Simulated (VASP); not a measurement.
A run of VASP 6.6.1 is set up as follows.

The input INCAR:

```
  PREC = Accurate
  ENCUT = 520
  EDIFF = 1E-6
  ISMEAR = 0
  SIGMA = 0.15
  LREAL = False
  LASPH = True
  NELM = 80
  ALGO = Fast
  ISIF = 2
  LWAVE = False
  LCHARG = True
  LELF = True
  LVHAR = True
  NBANDS = 10
```

File KPOINTS:

```
Automatic mesh
0
Gamma
  18 18 10
```

POSCAR

```
Al
1.0
    2.7604000000      0.0000000000      0.0000000000
   -1.3802000000      2.3905765246      0.0000000000
    0.0000000000      0.0000000000      4.9205000000
Al
2
Direct
    0.6666666667      0.3333333333      0.7500000000
    0.3333333333      0.6666666667      0.2500000000
```

Potentials or basis: VASP PAW LDA potentials, release 64 (Al).

The run is started by

```sh
$ cat potpaw_LDA.64/Al/POTCAR > POTCAR
$ mpirun -np 1 vasp_std > vasp.out
```

Predict the band gap on the k mesh.

zero (bands 3 and 4 overlap by 6.50 eV).

Predict the pressure.

-0.7 GPa.

Stress tensor (GPa, compression positive):
```
 0.90  0.00  0.00
 0.00  0.90  0.00
 0.00  0.00 -3.83
```
